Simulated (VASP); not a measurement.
Runs of VASP 6.6.1 on Cl. The structure is that of space group P6_3/mmc (No. 194), or close to it. The cells are those of the table. 

```tsv
task	cell	k mesh	cutoff (eV)	gap on the mesh (eV)	pressure (GPa)
relaxation of cell and atoms	relaxed from a = 3.160, b = 3.160, c = 5.160 Å, angles 90.0, 90.0, 120.0°, 2 atoms	9 × 9 × 5	600	none	0.0
single point	a = 3.705, b = 3.705, c = 3.869 Å, angles 90.0, 90.0, 120.0°, 2 atoms	9 × 9 × 5	520	none	-0.1
single point	a = 3.680, b = 3.680, c = 3.843 Å, angles 90.0, 90.0, 120.0°, 2 atoms	8 × 8 × 7	520	none	0.7
single point	a = 3.729, b = 3.729, c = 3.894 Å, angles 90.0, 90.0, 120.0°, 2 atoms	8 × 8 × 6	520	none	(a)
single point	a = 3.705, b = 3.705, c = 3.869 Å, angles 90.0, 90.0, 120.0°, 2 atoms	8 × 8 × 7	520	none	0.0
```

Alike in all rows: level PBE; potentials or basis VASP PAW PBE potentials, release 64 (Cl); no spin polarisation; smearing fermi-dirac 0.02 eV.

**Question.** Fill in the values left out.

**Answer.** (a) -0.5.

A gap of «none» marks levels without a gap at the run's occupations.
